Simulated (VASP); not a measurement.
# BaHfO3 (Pm-3m) in VASP: vibrations by perturbation theory with PBE

Aim: the vibrations by perturbation theory of BaHfO3 with PBE.

All numbers are computed with VASP 6.6.1; they aren't measurements. Logs are shortened: lines on timing, memory, paths and dates and some standing lists are left out, and cuts for length are marked.

## Step 1: The cell of the first run

The structure is cubic, space group Pm-3m (No. 221). Conventional cell: a = 4.122 Å, b = 4.122 Å, c = 4.122 Å, α = 90.00°, β = 90.00°, γ = 90.00°. Within 3.8 Å of Ba (site symmetry m-3m) lie 12 O at 2.91 Å and 8 Hf at 3.57 Å. Hf (site symmetry m-3m) has 6 O at 2.06 Å within 2.7 Å. O (site symmetry 4/mmm) has 2 Hf at 2.06 Å within 2.7 Å.

## Step 2: Vibrations by perturbation theory, PBE

Contents of INCAR:

```
SYSTEM = BaHfO3
PREC = Accurate
ENCUT = 520
EDIFF = 1E-8
ISMEAR = 0
SIGMA = 0.01
LREAL = .FALSE.
LASPH = .TRUE.
NELM = 60
ALGO = Normal
ISIF = 2
LWAVE = .FALSE.
LCHARG = .TRUE.
GGA = PE
IBRION = 8
NSW = 1
LEPSILON = .TRUE.
```

Contents of KPOINTS:

```
Automatic mesh
0
G
  6 6 6
  0 0 0
```

Contents of POSCAR:

```
BaHfO3
1.0
    4.1217874412      0.0000000000      0.0000000000
    0.0000000000      4.1217874412      0.0000000000
    0.0000000000      0.0000000000      4.1217874412
Ba Hf O
1 1 3
Direct
    0.5000000000      0.5000000000      0.5000000000
    0.0000000000      0.0000000000      0.0000000000
    0.0000000000      0.5000000000      0.0000000000
    0.5000000000      0.0000000000      0.0000000000
    0.0000000000      0.0000000000      0.5000000000
```

Potentials or basis: VASP PAW PBE potentials, release 64 (Ba_sv, Hf_pv, O).

Launch:

```console
$ cat potpaw_PBE.64/Ba_sv/POTCAR potpaw_PBE.64/Hf_pv/POTCAR potpaw_PBE.64/O/POTCAR > POTCAR
$ mpirun -np 1 vasp_std > vasp.out
```

OUTCAR:

```text
SYSTEM = BaHfO3
   PREC = Accurate
   ENCUT = 520
   EDIFF = 1E-8
   ISMEAR = 0
   LREAL = .FALSE.
   LASPH = .TRUE.
   NELM = 60
   ISIF = 2
   GGA = PE
   IBRION = 8
   NSW = 1
   LEPSILON = .TRUE.

 ion  position               nearest neighbor table
   1  0.500  0.500  0.500-   3 2.91   4 2.91   5 2.91   3 2.91   4 2.91   4 2.91   5 2.91   4 2.91
                             3 2.91   5 2.91   3 2.91   5 2.91   2 3.57   2 3.57   2 3.57   2 3.57
   2  0.000  0.000  0.000-   3 2.06   4 2.06   5 2.06   5 2.06   3 2.06   4 2.06   1 3.57   1 3.57
                             1 3.57   1 3.57   1 3.57   1 3.57   1 3.57   1 3.57
   3  0.000  0.500  0.000-   2 2.06   2 2.06   1 2.91   1 2.91   1 2.91   1 2.91
   4  0.500  0.000  0.000-   2 2.06   2 2.06   1 2.91   1 2.91   1 2.91   1 2.91
   5  0.000  0.000  0.500-   2 2.06   2 2.06   1 2.91   1 2.91   1 2.91   1 2.91

  LATTYP: Found a simple cubic cell.
 ALAT       =     4.1217874412

  Lattice vectors:

 A1 = (   4.1217874412,   0.0000000000,   0.0000000000)
 A2 = (   0.0000000000,   4.1217874412,   0.0000000000)
 A3 = (   0.0000000000,   0.0000000000,   4.1217874412)

Analysis of symmetry for initial positions (statically):
=====================================================================
 Subroutine PRICEL returns:
 Original cell was already a primitive cell.

 Routine SETGRP: Setting up the symmetry group for a
 simple cubic supercell.

 Subroutine GETGRP returns: Found 48 space group operations
 (whereof 48 operations were pure point group operations)
 out of a pool of 48 trial point group operations.

The static configuration has the point symmetry O_h .

Analysis of symmetry for dynamics (positions and initial velocities):
=====================================================================
 Subroutine PRICEL returns:
 Original cell was already a primitive cell.

 Routine SETGRP: Setting up the symmetry group for a
 simple cubic supercell.

 Subroutine GETGRP returns: Found 48 space group operations
 (whereof 48 operations were pure point group operations)
 out of a pool of 48 trial point group operations.

The dynamic configuration has the point symmetry O_h .

 Subroutine INISYM returns: Found 48 space group operations
 (whereof 48 operations are pure point group operations),
 and found     1 'primitive' translations

----------------------------------------------------------------------------------------

                                     Primitive cell

  volume of cell :      70.0256

  direct lattice vectors                    reciprocal lattice vectors
     4.121787441  0.000000000  0.000000000     0.242613190  0.000000000  0.000000000
     0.000000000  4.121787441  0.000000000     0.000000000  0.242613190  0.000000000
     0.000000000  0.000000000  4.121787441     0.000000000  0.000000000  0.242613190

  length of vectors
     4.121787441  4.121787441  4.121787441     0.242613190  0.242613190  0.242613190

  position of ions in fractional coordinates (direct lattice)
     0.500000000  0.500000000  0.500000000
     0.000000000  0.000000000  0.000000000
[... 735 lines left out ...]
 -----------------------------------------------------------------------------
    -0.00981  0.00000  0.00000
     0.00000  0.03984  0.00000
     0.00000 -0.00000 -0.00981

 MACROSCOPIC STATIC DIELECTRIC TENSOR (including local field effects in DFT)
 ------------------------------------------------------
           4.665916    -0.000000     0.000000
          -0.000000     4.665916    -0.000000
           0.000000    -0.000000     4.665916
 ------------------------------------------------------

 PIEZOELECTRIC TENSOR (including local field effects)  for field in x, y, z        (e  Angst)
          XX          YY          ZZ          XY          YZ          ZX
  --------------------------------------------------------------------------------
  x     0.00000     0.00000     0.00000     0.00000     0.00000     0.00000
  y     0.00000     0.00000     0.00000     0.00000     0.00000     0.00000
  z     0.00000     0.00000     0.00000     0.00000     0.00000     0.00000

 PIEZOELECTRIC TENSOR (including local field effects)  for field in x, y, z        (C/m^2)
          XX          YY          ZZ          XY          YZ          ZX
  --------------------------------------------------------------------------------
  x     0.00000     0.00000     0.00000     0.00000     0.00000     0.00000
  y     0.00000     0.00000     0.00000     0.00000     0.00000     0.00000
  z     0.00000     0.00000     0.00000     0.00000     0.00000     0.00000

 BORN EFFECTIVE CHARGES (including local field effects) (in |e|, cummulative output)
 ---------------------------------------------------------------------------------
 ion    1
    1     2.76875    -0.00000    -0.00000
    2     0.00000     2.76875    -0.00000
    3     0.00000    -0.00000     2.76875
 ion    2
    1     5.82253    -0.00000    -0.00000
    2     0.00000     5.82253     0.00000
    3    -0.00000    -0.00000     5.82253
 ion    3
    1    -2.02847     0.00000     0.00000
    2     0.00000    -4.53434    -0.00000
    3     0.00000     0.00000    -2.02847
 ion    4
    1    -4.53434     0.00000    -0.00000
    2     0.00000    -2.02847     0.00000
    3     0.00000     0.00000    -2.02847
 ion    5
    1    -2.02847    -0.00000    -0.00000
    2    -0.00000    -2.02847    -0.00000
    3     0.00000     0.00000    -4.53434

 INTERNAL STRAIN TENSOR FOR ION    5 for displacements in x,y,z  (eV/Angst):
          X           Y           Z          XY          YZ          ZX
  --------------------------------------------------------------------------------
  x     0.00000     0.00000     0.00000     0.00000     0.00000     0.00000
  y     0.00000     0.00000     0.00000     0.00000     0.00000     0.00000
  z     0.00000     0.00000     0.00000     0.00000     0.00000     0.00000

 SECOND DERIVATIVES (NOT SYMMETRIZED)
 ------------------------------------
               1X          1Y          1Z          2X          2Y          2Z          3X          3Y          3Z          4X          4Y          4Z          5X          5Y          5Z
  1X    -5.086810   -0.000000   -0.000000    3.898978   -0.000000    0.000000    0.027448   -0.000000   -0.000000    1.132936    0.000000   -0.000000    0.027448    0.000000   -0.000000
  1Y    -0.000000   -5.086810   -0.000000    0.000000    3.898978    0.000000    0.000000    1.132936   -0.000000    0.000000    0.027448   -0.000000    0.000000    0.027448   -0.000000
  1Z    -0.000000   -0.000000   -5.086810    0.000000    0.000000    3.898978   -0.000000    0.000000    0.027448   -0.000000   -0.000000    0.027448   -0.000000   -0.000000    1.132936
  2X     3.893203    0.000000    0.000000  -12.415129    0.000000   -0.000000    0.100420   -0.000000    0.000000    8.321086    0.000000   -0.000000    0.100420   -0.000000    0.000000
  2Y     0.000000    3.893203    0.000000    0.000000  -12.415129   -0.000000    0.000000    8.321086   -0.000000   -0.000000    0.100420    0.000000   -0.000000    0.100420   -0.000000
  2Z     0.000000    0.000000    3.893203   -0.000000   -0.000000  -12.415129    0.000000    0.000000    0.100420   -0.000000    0.000000    0.100420   -0.000000   -0.000000    8.321086
  3X     0.032597    0.000000    0.000000    0.104827    0.000000    0.000000   -3.272074    0.000000    0.000000    3.712589    0.000000    0.000000   -0.577939    0.000000    0.000000
  3Y     0.000000    1.138730    0.000000   -0.000000    8.333257   -0.000000   -0.000000  -16.905678    0.000000    0.000000    3.716846   -0.000000   -0.000000    3.716846    0.000000
  3Z     0.000000    0.000000    0.032597    0.000000    0.000000    0.104827    0.000000    0.000000   -3.272074    0.000000    0.000000   -0.577939    0.000000    0.000000    3.712589
  4X     1.138730    0.000000    0.000000    8.333257   -0.000000   -0.000000    3.716846    0.000000   -0.000000  -16.905678   -0.000000    0.000000    3.716846   -0.000000    0.000000
  4Y     0.000000    0.032597    0.000000    0.000000    0.104827    0.000000    0.000000    3.712589    0.000000    0.000000   -3.272074    0.000000    0.000000   -0.577939    0.000000
  4Z     0.000000    0.000000    0.032597    0.000000    0.000000    0.104827    0.000000    0.000000   -0.577939    0.000000    0.000000   -3.272074    0.000000    0.000000    3.712589
  5X     0.032597    0.000000    0.000000    0.104827    0.000000    0.000000   -0.577939    0.000000    0.000000    3.712589    0.000000    0.000000   -3.272074    0.000000    0.000000
  5Y     0.000000    0.032597    0.000000    0.000000    0.104827    0.000000    0.000000    3.712589    0.000000    0.000000   -0.577939    0.000000    0.000000   -3.272074    0.000000
  5Z     0.000000    0.000000    1.138730   -0.000000   -0.000000    8.333257    0.000000   -0.000000    3.716846    0.000000   -0.000000    3.716846    0.000000    0.000000  -16.905678

 Eigenvectors and eigenvalues of the dynamical matrix
 ----------------------------------------------------

   1 f  =   17.066086 THz   107.229379 2PiTHz  569.263342 cm-1    70.579627 meV
             X         Y         Z           dx          dy          dz
      2.060894  2.060894  2.060894    -0.000000    0.000000   -0.016637
      0.000000  0.000000  0.000000    -0.000000    0.000000   -0.129010
      0.000000  2.060894  0.000000    -0.000000   -0.000000   -0.228547
      2.060894  0.000000  0.000000     0.000000    0.000000   -0.228547
      0.000000  0.000000  2.060894    -0.000000    0.000000    0.937343
[... 105 lines left out ...]
  15 f/i=    0.005178 THz     0.032532 2PiTHz    0.172708 cm-1     0.021413 meV
             X         Y         Z           dx          dy          dz
      2.060894  2.060894  2.060894     0.080510    0.366535    0.486955
      0.000000  0.000000  0.000000     0.091733    0.417631    0.554840
      0.000000  2.060894  0.000000     0.027398    0.124812    0.165715
      2.060894  0.000000  0.000000     0.027415    0.124735    0.165715
      0.000000  0.000000  2.060894     0.027398    0.124735    0.165818

--------------------------------------------------------------------------------------------------------

 MACROSCOPIC STATIC DIELECTRIC TENSOR IONIC CONTRIBUTION
 ------------------------------------------------------
          26.044373    -0.000000     0.000000
          -0.000000    26.044373     0.000000
           0.000000     0.000000    26.044373
 ------------------------------------------------------

 ELASTIC MODULI CONTR FROM IONIC RELAXATION (kBar)
 Direction    XX          YY          ZZ          XY          YZ          ZX
 --------------------------------------------------------------------------------
 XX           0.0000      0.0000      0.0000      0.0000      0.0000      0.0000
 YY           0.0000      0.0000      0.0000      0.0000      0.0000      0.0000
 ZZ           0.0000      0.0000      0.0000      0.0000      0.0000      0.0000
 XY           0.0000      0.0000      0.0000      0.0000      0.0000      0.0000
 YZ           0.0000      0.0000      0.0000      0.0000      0.0000      0.0000
 ZX           0.0000      0.0000      0.0000      0.0000      0.0000      0.0000
 --------------------------------------------------------------------------------

 PIEZOELECTRIC TENSOR IONIC CONTR  for field in x, y, z        (C/m^2)
          XX          YY          ZZ          XY          YZ          ZX
  --------------------------------------------------------------------------------
  x     0.00000     0.00000     0.00000     0.00000     0.00000     0.00000
  y     0.00000     0.00000     0.00000     0.00000     0.00000     0.00000
  z     0.00000     0.00000     0.00000     0.00000     0.00000     0.00000
```

It took 25 min on 1 thread of Intel Xeon 8259CL, shared host; peak memory 0.49 GiB.

What came out:

- Electronic dielectric tensor (diagonal): 4.67
- Born charges (mean of the diagonal): Ba +2.77; Hf +5.82; O -2.86 e
- Highest phonon frequency at Γ, LO-TO splitting left out: 569 cm⁻¹

Phonon frequencies in cm⁻¹ (negative: imaginary):
| q point | frequencies |
| --- | --- |
| (0.000, 0.000, 0.000) | 0 0 0 126 126 126 204 204 204 214 214 214 569 569 569 |

Electronic dielectric tensor:
```
4.67 0.00 0.00
0.00 4.67 0.00
0.00 0.00 4.67
```

Born effective charge tensors (e):
atom 1, Ba
```
2.77 0.00 0.00
0.00 2.77 0.00
0.00 0.00 2.77
```
atom 2, Hf
```
5.82 0.00 0.00
0.00 5.82 0.00
0.00 0.00 5.82
```
atom 3, O
```
-2.03  0.00  0.00
 0.00 -4.53  0.00
 0.00  0.00 -2.03
```
atom 4, O
```
-4.53  0.00  0.00
 0.00 -2.03  0.00
 0.00  0.00 -2.03
```
atom 5, O
```
-2.03  0.00  0.00
 0.00 -2.03  0.00
 0.00  0.00 -4.53
```

Caveat: the cell stands under pressure or tension, which shifts response properties; spin-orbit coupling is left out, which moves the levels of the heavy elements.
